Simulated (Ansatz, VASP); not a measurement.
# One calculation of MnFeCl, two programs

Contents of INCAR:

```
  PREC = Accurate
  ENCUT = 520
  EDIFF = 1E-6
  ISMEAR = -1
  SIGMA = 0.1
  LREAL = F
  LASPH = T
  NELM = 100
  ALGO = Normal
  ISIF = 2
  LWAVE = F
  LCHARG = F
  GGA = PE
  NBANDS = 37
```

File KPOINTS:

```
regular mesh
0
Gamma
  5 5 3
```

File POSCAR:

```
MnFeCl
1.0
    3.9156420000      0.0000000000      0.0000000000
    0.0000000000      3.9156420000      0.0000000000
    0.0000000000      0.0000000000      6.2713670000
Fe Cl Mn
2 2 2
Direct
    0.0000000000      0.0000000000      0.0000000000
    0.5000000000      0.5000000000      0.0000000000
    0.0000000000      0.5000000000      0.7460000000
    0.5000000000      0.0000000000      0.2540000000
    0.0000000000      0.5000000000      0.3293000000
    0.5000000000      0.0000000000      0.6707000000
```

Input for Ansatz:

```yaml
crystal:
  lattice:
    - [3.915642, 0.0, 0.0]
    - [0.0, 3.915642, 0.0]
    - [0.0, 0.0, 6.271367]
  atoms:
    - { symbol: Fe, position: [0.0, 0.0, 0.0] }
    - { symbol: Fe, position: [0.5, 0.5, 0.0] }
    - { symbol: Cl, position: [0.0, 0.5, 0.746] }
    - { symbol: Cl, position: [0.5, 0.0, 0.254] }
    - { symbol: Mn, position: [0.0, 0.5, 0.3293] }
    - { symbol: Mn, position: [0.5, 0.0, 0.6707] }
  symmetry: { tolerance: 0.0003 }
kpoints:
  mp_grid: { grid: [5, 5, 3], shift: [0, 0, 0] }
magnetization:
  spin_polarized: false
scf:
  occupations: { method: fermi_dirac }
hamiltonian:
  pseudopotentials: { kind: paw }
  xc: pbe
basis:
  ecutwfc: 420
output:
  forces: true
  stress: true
  eigenvalues: true
```

Alike in both runs: task single point; functional PBE; k mesh 5 × 5 × 3; no spin polarisation.

|  | VASP | Ansatz |
| --- | --- | --- |
| version | VASP 6.6.1 | Ansatz 0.2.0 |
| potentials or method | VASP PAW PBE potentials, release 64 (Fe, Cl, Mn_pv), cutoff 520 eV | PAW plane waves |
| occupations | fermi-dirac, width 0.1 eV | fermi-dirac |
| valence electrons in the cell | 56 | 76 |

```tsv
	VASP	Ansatz	Ansatz less VASP
gap on the k mesh at the Fermi level (eV)	none	none	-
pressure (GPa)	-19.3	-19.5	-0.23
traceless stress, the component that is largest in VASP (GPa)	-6.76	-6.88	-0.123
rms of the force components (eV/Å)	0.340	0.343	+0.0025
```

Atom by atom the forces differ by 0.003 eV/Å (rms over components). A gap of «none» marks a metal or a gap that the smearing closes. VASP's potentials hold 56 valence electrons a cell and Ansatz's 76, so a difference there can come from the potentials and not from the codes.
